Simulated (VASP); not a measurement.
# MgO (Cmcm) in VASP: notebook, part 3 of 3

VASP 6.6.1. The steps go on from the part before.

### Step 4. Single point, PBEsol (mode 4 (284.4 1/cm) frozen in, largest displacement -0.150 Å)

INCAR reads:

```
  ALGO = Normal
  EDIFF = 1E-6
  ENCUT = 520
  GGA = PS
  ISIF = 2
  ISMEAR = 0
  LASPH = T
  LCHARG = F
  LREAL = F
  LWAVE = F
  NBANDS = 16
  NELM = 60
  PREC = Accurate
  SIGMA = 0.05
```

KPOINTS reads:

```
k-points
0
Gamma
  8 8 6
```

POSCAR reads:

```
MgO
1.0
    0.0000000000     -2.1071057205     -2.1071057205
    0.0000000000      2.1071057205     -2.1071057205
    4.2142114411      0.0000000000      0.0000000000
Mg O
2 2
Direct
    0.5355938477      0.4644061523      0.5000000000
   -0.0355938477      0.0355938477      0.0000000000
    0.4800531608      0.5199468392      0.0000000000
    0.0199468392     -0.0199468392      0.5000000000
```

Potentials or basis: VASP PAW PBE potentials, release 64 (Mg, O).

The run is started by

```sh
$ cat potpaw_PBE.64/Mg/POTCAR potpaw_PBE.64/O/POTCAR > POTCAR
$ mpirun -np 1 vasp_std > vasp.out
```

OUTCAR:

```text
EDIFF = 1E-6
   ENCUT = 520
   GGA = PS
   ISIF = 2
   ISMEAR = 0
   LASPH = T
   LREAL = F
   NELM = 60
   PREC = Accurate

 ion  position               nearest neighbor table
   1  0.536  0.464  0.500-   4 2.04   4 2.11   4 2.11   3 2.12   3 2.12   4 2.17   2 2.78   2 2.78
                             2 2.99   2 2.99   2 2.99   2 2.99   2 3.20   2 3.20
   2  0.964  0.036  0.000-   3 2.04   3 2.11   3 2.11   4 2.12   4 2.12   3 2.17   1 2.78   1 2.78
                             1 2.99   1 2.99   1 2.99   1 2.99   1 3.20   1 3.20
   3  0.480  0.520  0.000-   2 2.04   2 2.11   2 2.11   1 2.12   1 2.12   2 2.17
   4  0.020  0.980  0.500-   1 2.04   1 2.11   1 2.11   2 2.12   2 2.12   1 2.17

  LATTYP: Found a simple tetragonal cell.
 ALAT       =     2.9798974873
 C/A-ratio  =     1.4142135624

  Lattice vectors:

 A1 = (   0.0000000000,  -2.1071057205,  -2.1071057205)
 A2 = (   0.0000000000,   2.1071057205,  -2.1071057205)
 A3 = (   4.2142114411,   0.0000000000,   0.0000000000)

Analysis of symmetry for initial positions (statically):
=====================================================================
 Subroutine PRICEL returns:
 Original cell was already a primitive cell.

 Routine SETGRP: Setting up the symmetry group for a
 simple tetragonal supercell.

 Subroutine GETGRP returns: Found  8 space group operations
 (whereof  4 operations were pure point group operations)
 out of a pool of 16 trial point group operations.

The static configuration has the point symmetry C_2v.
 The point group associated with its full space group is D_2h.

Analysis of symmetry for dynamics (positions and initial velocities):
=====================================================================
 Subroutine PRICEL returns:
 Original cell was already a primitive cell.

 Routine SETGRP: Setting up the symmetry group for a
 simple tetragonal supercell.

 Subroutine GETGRP returns: Found  8 space group operations
 (whereof  4 operations were pure point group operations)
 out of a pool of 16 trial point group operations.

The dynamic configuration has the point symmetry C_2v.
 The point group associated with its full space group is D_2h.

 Subroutine INISYM returns: Found  8 space group operations
 (whereof  4 operations are pure point group operations),
 and found     1 'primitive' translations

----------------------------------------------------------------------------------------

                                     Primitive cell

  volume of cell :      37.4213

  direct lattice vectors                    reciprocal lattice vectors
     0.000000000 -2.107105720 -2.107105720     0.000000000 -0.237292318 -0.237292318
     0.000000000  2.107105720 -2.107105720     0.000000000  0.237292318 -0.237292318
     4.214211441  0.000000000  0.000000000     0.237292318  0.000000000  0.000000000

  length of vectors
     2.979897487  2.979897487  4.214211441     0.335582014  0.335582014  0.237292318

  position of ions in fractional coordinates (direct lattice)
     0.535593848  0.464406152  0.500000000
     0.964406152  0.035593848  0.000000000
     0.480053161  0.519946839  0.000000000
[... 33 lines left out ...]
 Found     84 irreducible k-points:

 Following reciprocal coordinates:
            Coordinates               Weight
  0.000000  0.000000  0.000000      1.000000
  0.125000  0.000000  0.000000      4.000000
  0.250000  0.000000  0.000000      4.000000
  0.375000  0.000000  0.000000      4.000000
  0.500000  0.000000  0.000000      2.000000
  0.125000  0.125000  0.000000      2.000000
[... 16 lines left out ...]
  0.125000  0.000000  0.166667      8.000000
  0.250000  0.000000  0.166667      8.000000
 [... further k-points ...]
   k-points           NKPTS =     84   k-points in BZ     NKDIM =     84   number of bands    NBANDS=     16
   number of dos      NEDOS =    301   number of ions     NIONS =      4
   total plane-waves  NPLWV =  18432
   dimension x,y,z NGX =    24 NGY =   24 NGZ =   32
   dimension x,y,z NGXF=    48 NGYF=   48 NGZF=   64
   ions per type =               2   2
   NGX,Y,Z   is equivalent  to a cutoff of  13.39, 13.39, 12.62 a.u.
   NGXF,Y,Z  is equivalent  to a cutoff of  26.78, 26.78, 25.25 a.u.
 SYSTEM =  unknown system
   PREC   = accura    normal or accurate (medium, high low for compatibility)
   ISTART =      0    job   : 0-new  1-cont  2-samecut
   ICHARG =      2    charge: 1-file 2-atom 10-const
   ISPIN  =      1    spin polarized calculation?
   LNONCOLLINEAR =      F non collinear calculations
   LSORBIT =      F    spin-orbit coupling
   LASPH  =      T    aspherical Exc in radial PAW
   ENCUT  =  520.0 eV  38.22 Ry    6.18 a.u.   5.54  5.54  7.84*2*pi/ulx,y,z
   NELM   =     60;   NELMIN=  2; NELMDL= -5     # of ELM steps
   EDIFF  = 0.1E-05   stopping-criterion for ELM
   LREAL  =      F    real-space projection
   EDIFFG = 0.1E-04   stopping-criterion for IOM
   NSW    =      0    number of steps for IOM
   IBRION =     -1    ionic relax: 0-MD 1-quasi-New 2-CG
   NFREE  =      0    steps in history (QN), initial steepest desc. (CG)
   ISIF   =      2    stress and relaxation
   ISYM   =      2    0-nonsym 1-usesym 2-fastsym
   POTIM  = 0.5000    time-step for ionic-motion
   TEBEG  =    0.0;   TEEND  =   0.0 temperature during run
   PSTRESS=    0.0 pullay stress
   NELECT =      16.0000    total number of electrons
   NUPDOWN=      -1.0000    fix difference up-down
   EMIN   =  10.00;   EMAX   =-10.00  energy-range for DOS
   EFERMI =   0.00;   METHOD = LEGACY
   ISMEAR =     0;   SIGMA  =   0.05  broadening in eV -4-tet -1-fermi 0-gaus
   EFERMI_NEDOS =   21; number of points for ismear=-14 and -15
   IALGO  =     38    algorithm
   IMIX   =      4    mixing-type and parameters
     AMIX     =   0.40;   BMIX     =  1.00
     AMIX_MAG =   1.60;   BMIX_MAG =  1.00
  volume/ion in A,a.u.               =       9.36        63.13
  Fermi-wavevector in a.u.,A,eV,Ry     =   1.233318  2.330634 20.695468  1.521074
  Thomas-Fermi vector in A             =   2.368053
   LORBIT       =      0    0 simple, 1 ext, 2 COOP (PROOUT), +10 PAW based schemes
   GGA     = PS    functional components
   LHFCALC =     F    Hartree Fock is set to
   AEXX    =    0.0000 exact exchange contribution
   IVDW    =     0    specifies the selected vdW correction
   LEPSILON=     F    determine dielectric tensor
   LRPA    =     F    only Hartree local field effects (RPA)
 non-spin polarized calculation
 Gauss-broadening in eV      SIGMA  =   0.05
  energy-cutoff  :      520.00
  volume of cell :       37.42
 maximum number of plane-waves:      1032
 NGX is ok and might be reduce to    24
   NGX = 11   NGY = 11   NGZ = 15

 number of electron      15.9999990 magnetization

 Free energy of the ion-electron system (eV)
  ---------------------------------------------------
  ext. energy  EPLUGINS =         0.00000000
  ---------------------------------------------------
  free energy    TOTEN  =       -24.82526265 eV

  energy without entropy =      -24.82526265  energy(sigma->0) =      -24.82526265

 E-fermi :   3.3529     XC(G=0): -11.3051

 val. band max:        3.1083843667   @ k =   0.0000   0.0000   0.0000
 cond. band min:       7.6219978503   @ k =   0.0000   0.0000   0.0000
 fundamental gap:      4.5136134836
 Fermi energy:         3.3529238239

 k-point     1 :       0.0000    0.0000    0.0000
  band No.  band energies     occupation
      1     -14.1266      2.00000
      2     -12.5383      2.00000
      3      -1.0593      2.00000
      4       1.7094      2.00000
      5       1.7194      2.00000
      6       3.0439      2.00000
[... 433 lines left out ...]
      3      -0.6944      2.00000
      4       0.7238      2.00000
      5       0.7828      2.00000
      6       1.9781      2.00000
[... 8 lines left out ...]
     15      19.6845      0.00000
     16      20.8899      0.00000

 [... further k-points ...]

------------------------ aborting loop because EDIFF is reached ----------------------------------------

  FORCE on cell =-STRESS in cart. coord.  units (eV):
  Direction    XX          YY          ZZ          XY          YZ          ZX
  --------------------------------------------------------------------------------------
  -------------------------------------------------------------------------------------
  Total        0.2877305      0.1758789     -0.3990239      0.0000000      0.0000000      0.0000000
  in kB       12.3190568      7.5301808    -17.0840363      0.0000000      0.0000000      0.0000000
  external PRESSURE =       0.9217338 kB  Pullay stress =       0.0000000 kB

 VOLUME and BASIS-vectors are now :
 -----------------------------------------------------------------------------
  energy-cutoff  :      520.00
  volume of cell :       37.42
      direct lattice vectors                 reciprocal lattice vectors
     0.000000000 -2.107105720 -2.107105720     0.000000000 -0.237292318 -0.237292318
     0.000000000  2.107105720 -2.107105720     0.000000000  0.237292318 -0.237292318
     4.214211441  0.000000000  0.000000000     0.237292318  0.000000000  0.000000000

 POSITION                                       TOTAL-FORCE (eV/Angst)
 -----------------------------------------------------------------------------------
      2.10711     -0.15000     -2.10711         0.000000      1.120980      0.000000
      0.00000     -1.95711     -2.10711         0.000000     -1.120980      0.000000
      0.00000      0.08406     -2.10711         0.000000     -0.393007      0.000000
      2.10711      2.02305     -2.10711         0.000000      0.393007      0.000000
 -----------------------------------------------------------------------------------
    total drift:                                0.000000     -0.000000     -0.000000

  FREE ENERGIE OF THE ION-ELECTRON SYSTEM (eV)
  ---------------------------------------------------
  free  energy   TOTEN  =       -24.8252626526 eV

  energy  without entropy=      -24.8252626526  energy(sigma->0) =      -24.82526265
```

OSZICAR:

```text
N       E                     dE             d eps       ncg     rms          rms(c)
DAV:   1     0.450128637064E+02    0.45013E+02   -0.79851E+03  2896   0.898E+02
DAV:   2    -0.251520006606E+02   -0.70165E+02   -0.65933E+02  3648   0.194E+02
DAV:   3    -0.275949954280E+02   -0.24430E+01   -0.24395E+01  3096   0.347E+01
DAV:   4    -0.276029423261E+02   -0.79469E-02   -0.79466E-02  3472   0.230E+00
DAV:   5    -0.276029754910E+02   -0.33165E-04   -0.33165E-04  3096   0.144E-01    0.943E+00
DAV:   6    -0.248956403322E+02    0.27073E+01   -0.67669E+00  2784   0.207E+01    0.306E+00
DAV:   7    -0.248545686863E+02    0.41072E-01   -0.13289E-01  2872   0.296E+00    0.189E+00
DAV:   8    -0.248270769711E+02    0.27492E-01   -0.58612E-02  2856   0.266E+00    0.435E-01
DAV:   9    -0.248255174596E+02    0.15595E-02   -0.13950E-03  3528   0.358E-01    0.208E-01
DAV:  10    -0.248252592936E+02    0.25817E-03   -0.10316E-03  2928   0.257E-01    0.988E-03
DAV:  11    -0.248252625960E+02   -0.33024E-05   -0.42529E-06  3392   0.174E-02    0.664E-03
DAV:  12    -0.248252626526E+02   -0.56575E-07   -0.29649E-07  1912   0.625E-03
   1 F= -.24825263E+02 E0= -.24825263E+02  d E =-.300484E-14
```

Wall time 13 s (1 thread of Intel Xeon 6975P-C (Granite Rapids), shared host); peak memory 0.17 GiB.

Results:

| Quantity | Value |
| --- | --- |
| Free energy | -24.8253 eV |
| Pressure | 0.1 GPa |
| Largest force | 1.121 eV/Å |
| Band gap on the k mesh | 4.51 eV, direct |

Forces in eV/Å, atoms in the order of the input:
```
Mg   0.000  1.121  0.000
Mg   0.000 -1.121  0.000
O    0.000 -0.393  0.000
O    0.000  0.393  0.000
```

Caveat: the cell differs from its parent crystal (mode 4 (284.4 1/cm) frozen in, largest displacement -0.150 Å); the PAW data sets were made with another functional, which shifts forces and pressure a little.

### Step 5. Single point, PBEsol (mode 4 (284.4 1/cm) frozen in, largest displacement +0.075 Å)

INCAR reads:

```
  PREC = Accurate
  ENCUT = 520
  EDIFF = 1E-6
  ISMEAR = 0
  SIGMA = 0.05
  LREAL = False
  LASPH = True
  NELM = 100
  ALGO = Normal
  ISIF = 2
  LWAVE = False
  LCHARG = False
  GGA = PS
  NBANDS = 16
```

KPOINTS reads:

```
regular mesh
0
Gamma
  8 8 6
```

POSCAR reads:

```
MgO
1.0
    0.0000000000     -2.1071057205     -2.1071057205
    0.0000000000      2.1071057205     -2.1071057205
    4.2142114411      0.0000000000      0.0000000000
Mg O
2 2
Direct
    0.4822030762      0.5177969238      0.5000000000
    0.0177969238     -0.0177969238      0.0000000000
    0.5099734196      0.4900265804      0.0000000000
   -0.0099734196      0.0099734196      0.5000000000
```

Potentials or basis: VASP PAW PBE potentials, release 64 (Mg, O).

The run is started by

```sh
$ cat potpaw_PBE.64/Mg/POTCAR potpaw_PBE.64/O/POTCAR > POTCAR
$ mpirun -np 1 vasp_std > vasp.out
```

OUTCAR:

```text
PREC = Accurate
   ENCUT = 520
   EDIFF = 1E-6
   ISMEAR = 0
   LREAL = False
   LASPH = True
   NELM = 100
   ISIF = 2
   GGA = PS

 ion  position               nearest neighbor table
   1  0.482  0.518  0.500-   4 2.07   4 2.11   4 2.11   3 2.11   3 2.11   4 2.14   2 2.88   2 2.88
                             2 2.98   2 2.98   2 2.98   2 2.98   2 3.09   2 3.09
   2  0.018  0.982  0.000-   3 2.07   3 2.11   3 2.11   4 2.11   4 2.11   3 2.14   1 2.88   1 2.88
                             1 2.98   1 2.98   1 2.98   1 2.98   1 3.09   1 3.09
   3  0.510  0.490  0.000-   2 2.07   2 2.11   2 2.11   1 2.11   1 2.11   2 2.14
   4  0.990  0.010  0.500-   1 2.07   1 2.11   1 2.11   2 2.11   2 2.11   1 2.14

  LATTYP: Found a simple tetragonal cell.
 ALAT       =     2.9798974873
 C/A-ratio  =     1.4142135624

  Lattice vectors:

 A1 = (   0.0000000000,  -2.1071057205,  -2.1071057205)
 A2 = (   0.0000000000,   2.1071057205,  -2.1071057205)
 A3 = (   4.2142114411,   0.0000000000,   0.0000000000)

Analysis of symmetry for initial positions (statically):
=====================================================================
 Subroutine PRICEL returns:
 Original cell was already a primitive cell.
[... 181 lines left out ...]
 fundamental gap:      4.5929531657
 Fermi energy:         3.3486663121

 k-point     1 :       0.0000    0.0000    0.0000
  band No.  band energies     occupation
      1     -14.1381      2.00000
      2     -12.5596      2.00000
      3      -1.0775      2.00000
      4       1.6960      2.00000
      5       1.6986      2.00000
      6       3.0529      2.00000
[... 433 lines left out ...]
      3      -0.7074      2.00000
      4       0.7264      2.00000
      5       0.7589      2.00000
      6       1.9614      2.00000
[... 8 lines left out ...]
     15      19.6213      0.00000
     16      20.8377      0.00000

 [... further k-points ...]

------------------------ aborting loop because EDIFF is reached ----------------------------------------

  FORCE on cell =-STRESS in cart. coord.  units (eV):
  Direction    XX          YY          ZZ          XY          YZ          ZX
  --------------------------------------------------------------------------------------
  -------------------------------------------------------------------------------------
  Total       -0.0262585     -0.0488005     -0.1949423      0.0000000      0.0000000      0.0000000
  in kB       -1.1242456     -2.0893742     -8.3463698      0.0000000      0.0000000      0.0000000
  external PRESSURE =      -3.8533299 kB  Pullay stress =       0.0000000 kB

 VOLUME and BASIS-vectors are now :
 -----------------------------------------------------------------------------
  energy-cutoff  :      520.00
  volume of cell :       37.42
      direct lattice vectors                 reciprocal lattice vectors
     0.000000000 -2.107105720 -2.107105720     0.000000000 -0.237292318 -0.237292318
     0.000000000  2.107105720 -2.107105720     0.000000000  0.237292318 -0.237292318
     4.214211441  0.000000000  0.000000000     0.237292318  0.000000000  0.000000000

 POSITION                                       TOTAL-FORCE (eV/Angst)
 -----------------------------------------------------------------------------------
      2.10711      0.07500     -2.10711         0.000000     -0.550317      0.000000
      0.00000      2.03211     -2.10711         0.000000      0.550317      0.000000
      0.00000     -0.04203     -2.10711         0.000000      0.200878      0.000000
      2.10711     -2.06508     -2.10711         0.000000     -0.200878      0.000000
 -----------------------------------------------------------------------------------
    total drift:                               -0.000000     -0.000000     -0.000000

  FREE ENERGIE OF THE ION-ELECTRON SYSTEM (eV)
  ---------------------------------------------------
  free  energy   TOTEN  =       -24.9753029995 eV

  energy  without entropy=      -24.9753029995  energy(sigma->0) =      -24.97530300
```

It took 14 s on 1 thread of Intel Xeon 6975P-C (Granite Rapids), shared host; peak memory 0.17 GiB.

What came out:

| Property | Result |
| --- | --- |
| Free energy | -24.9753 eV |
| Pressure | -0.4 GPa |
| Largest force | 0.550 eV/Å |
| Band gap on the k mesh | 4.59 eV |

Forces in eV/Å, atoms in the order of the input:
```
Mg   0.000 -0.550  0.000
Mg   0.000  0.550  0.000
O    0.000  0.201  0.000
O    0.000 -0.201  0.000
```

Stress tensor (GPa, compression positive):
```
-0.11  0.00  0.00
 0.00 -0.21  0.00
 0.00  0.00 -0.83
```

Caveat: the cell differs from its parent crystal (mode 4 (284.4 1/cm) frozen in, largest displacement +0.075 Å); the PAW data sets were made with another functional, which shifts forces and pressure a little.
